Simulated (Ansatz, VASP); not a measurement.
**InSb: VASP beside Ansatz**

The input INCAR:

```
SYSTEM = InSb
PREC = Accurate
ENCUT = 520
EDIFF = 1E-7
ISMEAR = 0
SIGMA = 0.1
LREAL = .FALSE.
LASPH = .TRUE.
NELM = 100
ALGO = Normal
ISIF = 2
LWAVE = .FALSE.
LCHARG = .FALSE.
GGA = PE
NBANDS = 16
```

Contents of KPOINTS:

```
Automatic mesh
0
G
  12 12 12
  0 0 0
```

Contents of POSCAR:

```
InSb
1.0
    0.0000000000      3.1790351918      3.1790351918
    3.1790351918      0.0000000000      3.1790351918
    3.1790351918      3.1790351918      0.0000000000
In Sb
1 1
Direct
    0.0000000000      0.0000000000      0.0000000000
    0.2500000000      0.2500000000      0.2500000000
```

Input for Ansatz:

```yaml
crystal:
  lattice:
    - [0.0, 3.1790351918, 3.1790351918]
    - [3.1790351918, 0.0, 3.1790351918]
    - [3.1790351918, 3.1790351918, 0.0]
  atoms:
    - { symbol: In, position: [0.0, 0.0, 0.0] }
    - { symbol: Sb, position: [0.25, 0.25, 0.25] }
basis:
  ecutwfc: 420
kpoints:
  mp_grid: { grid: [12, 12, 12] }
hamiltonian:
  xc: pbe
scf:
  occupations: { method: gaussian, width: 0.1 }
output:
  forces: true
  stress: true
  eigenvalues: true
```

Alike in both runs: task single point; functional PBE; k mesh 12 × 12 × 12; occupations gaussian, width 0.1 eV; no spin polarisation.

```csv
,VASP,Ansatz
version,VASP 6.6.1,Ansatz 0.2.0
potentials or method,"VASP PAW PBE potentials, release 64 (In_d, Sb), cutoff 520 eV","scalar-relativistic, plane waves, PAW"
valence electrons in the cell,18,28
```

```tsv
	VASP	Ansatz	Ansatz less VASP
gap on the k mesh at the Fermi level (eV)	0.14	0.14	-0.005
least direct gap on the mesh (eV)	0.14	0.14	-0.005
pressure (GPa)	6.4	6.4	+0.02
```

The functional is the same, so the differences come from potentials, cutoffs and numerics. VASP's potentials hold 18 valence electrons a cell and Ansatz's 28, so a difference there can come from the potentials and not from the codes.

Spin-orbit coupling is off throughout.
